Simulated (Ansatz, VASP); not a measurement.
# B10Pt: VASP beside Ansatz

The input INCAR:

```
PREC = Accurate ; ENCUT = 600
EDIFF = 1E-6 ; ISMEAR = 0
SIGMA = 0.1 ; LREAL = False
LASPH = True ; NELM = 100
ALGO = Normal ; ISIF = 3
LWAVE = False ; LCHARG = False
GGA = PE ; IBRION = 2
NSW = 90 ; EDIFFG = -0.04
```

File KPOINTS:

```
regular mesh
0
Gamma
  4 4 4
```

Contents of POSCAR:

```
B10Pt
1.0
    4.5686770700      0.0000000000      0.0000000000
    0.0000000000      4.5686770700      0.0000000000
    0.0000000000      0.0000000000      4.3676007400
B Pt
10 1
Direct
    0.2090297600      0.2090297600      0.1461981600
    0.7909702400      0.7909702400      0.1461981600
    0.7909702400      0.2090297600      0.1461981600
    0.2090297600      0.7909702400      0.1461981600
    0.7909702400      0.2090297600      0.8538018400
    0.2090297600      0.7909702400      0.8538018400
    0.2090297600      0.2090297600      0.8538018400
    0.7909702400      0.7909702400      0.8538018400
    0.5000000000      0.5000000000      0.5000000000
    0.0000000000      0.0000000000      0.5000000000
    0.5000000000      0.5000000000      0.0000000000
```

Input for Ansatz:

```yaml
crystal:
  lattice:
    - [4.56867707, 0.0, 0.0]
    - [0.0, 4.56867707, 0.0]
    - [0.0, 0.0, 4.36760074]
  atoms:
    - { symbol: B, position: [0.20902976, 0.20902976, 0.14619816] }
    - { symbol: B, position: [0.79097024, 0.79097024, 0.14619816] }
    - { symbol: B, position: [0.79097024, 0.20902976, 0.14619816] }
    - { symbol: B, position: [0.20902976, 0.79097024, 0.14619816] }
    - { symbol: B, position: [0.79097024, 0.20902976, 0.85380184] }
    - { symbol: B, position: [0.20902976, 0.79097024, 0.85380184] }
    - { symbol: B, position: [0.20902976, 0.20902976, 0.85380184] }
    - { symbol: B, position: [0.79097024, 0.79097024, 0.85380184] }
    - { symbol: B, position: [0.5, 0.5, 0.5] }
    - { symbol: B, position: [0.0, 0.0, 0.5] }
    - { symbol: Pt, position: [0.5, 0.5, 0.0] }
basis:
  ecutwfc: 420
kpoints:
  mp_grid: { grid: [4, 4, 4] }
hamiltonian:
  xc: pbe
scf:
  occupations: { method: gaussian, width: 0.1 }
  lower_state_search: "off"
output:
  forces: true
  stress: true
  eigenvalues: true
relax:
  adjacent_minimum: "off"
  f_tol: 0.04
  max_steps: 70
  cell: { stress_tol: 0.4 }
```

Alike in both runs: task relaxation of cell and atoms; functional PBE; k mesh 4 × 4 × 4; occupations gaussian, width 0.1 eV; no spin polarisation.

|  | VASP | Ansatz |
| --- | --- | --- |
| version | VASP 6.6.1 | Ansatz 0.2.0 |
| potentials or method | VASP PAW PBE potentials, release 64 (B, Pt), cutoff 600 eV | scalar-relativistic, plane waves, PAW |
| valence electrons in the cell | 40 | 48 |

```csv
,VASP,Ansatz,Ansatz less VASP
"gap on the k mesh at the Fermi level, each at its own relaxed structure (eV)",none,none,-
relaxed volume (Å³/atom),8.39,8.39,+0.005
relaxed length of the cell vector where the two differ most in proportion (Å),4.345,4.348,+0.0032
```

A gap of «none» marks a metal or a gap that the smearing closes. VASP's potentials hold 40 valence electrons a cell and Ansatz's 48, so a difference there can come from the potentials and not from the codes.

Spin-orbit coupling is off throughout.
